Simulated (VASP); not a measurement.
Here is a VASP 6.6.1 calculation.

Contents of INCAR:

```
SYSTEM = Si
ALGO = Normal
EDIFF = 1E-6
ENCUT = 520
GGA = PE
ISIF = 2
ISMEAR = 0
LASPH = .TRUE.
LCHARG = .FALSE.
LREAL = .FALSE.
LWAVE = .FALSE.
NBANDS = 26
NELM = 60
PREC = Accurate
SIGMA = 0.05
```

Contents of KPOINTS:

```
k-points
0
G
  10 10 4
  0 0 0
```

POSCAR

```
Si
1.0
    0.0000000000      0.0000000000      3.8608359371
    3.3455832253     -3.3455832253     -1.9304179686
    6.6911664507      6.6911664507      0.0000000000
Si
8
Direct
   -0.0486023976      0.0000000000      0.1786105076
    0.4674800694      0.0000000000      0.6786105076
    0.4674800694      0.0000000000      0.3213894924
   -0.0486023976      0.0000000000      0.8213894924
    0.7736796173      0.6427789847      0.0000000000
    0.4502216956      0.6427789847      0.5000000000
    0.1309006326      0.3572210153      0.0000000000
    0.8074427109      0.3572210153      0.5000000000
```

Potentials or basis: VASP PAW PBE potentials, release 64 (Si).

Launch:

```sh
$ cat potpaw_PBE.64/Si/POTCAR > POTCAR
$ mpirun -np 1 vasp_std > vasp.out
```

(1) Predict the band gap on the k mesh.

(2) Predict the pressure.

(3) Estimate the largest force.

Results:

(1) zero (bands 16 and 17 overlap by 0.35 eV).

(2) -1.3 GPa.

(3) 1.190 eV/Å.

Caveat: the cell differs from its parent crystal (atoms displaced along a vibrational mode); semilocal functionals underestimate gaps, so a narrow gap can read as zero; forces of over 1 eV/Å act on the atoms, so gaps and moduli don't describe the material at rest.
